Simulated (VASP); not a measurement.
A run of VASP 6.6.1 is set up as follows.

File INCAR:

```
  ALGO = Normal
  EDIFF = 1E-8
  ENCUT = 520
  GGA = CA
  ISIF = 2
  ISMEAR = -1
  LASPH = T
  LCHARG = F
  LEFG = T
  LREAL = F
  LWAVE = F
  NBANDS = 11
  NELM = 80
  PREC = Accurate
  SIGMA = 0.05
```

KPOINTS

```
k-points
0
Gamma
  18 18 18
```

POSCAR

```
Pd
1.0
    0.0000000000      1.9577805078      1.9577805078
    1.9577805078      0.0000000000      1.9577805078
    1.9577805078      1.9577805078      0.0000000000
Pd
1
Direct
    0.0000000000      0.0000000000      0.0000000000
```

Potentials or basis: VASP PAW LDA potentials, release 64 (Pd).

Run with:

```sh
$ cat potpaw_LDA.64/Pd/POTCAR > POTCAR
$ mpirun -np 1 vasp_std > vasp.out
```

(1) Predict the pressure.

(2) What does it give for the band gap on the k mesh?

## Answers

(1) -11.2 GPa.

(2) zero (band 5 reaches 9.58 eV, above the bottom of band 6 at 8.04 eV).

Caveat: without QUAD_EFG the Cq values of the log hold for a quadrupole moment of 1 mb, not for the nuclei.
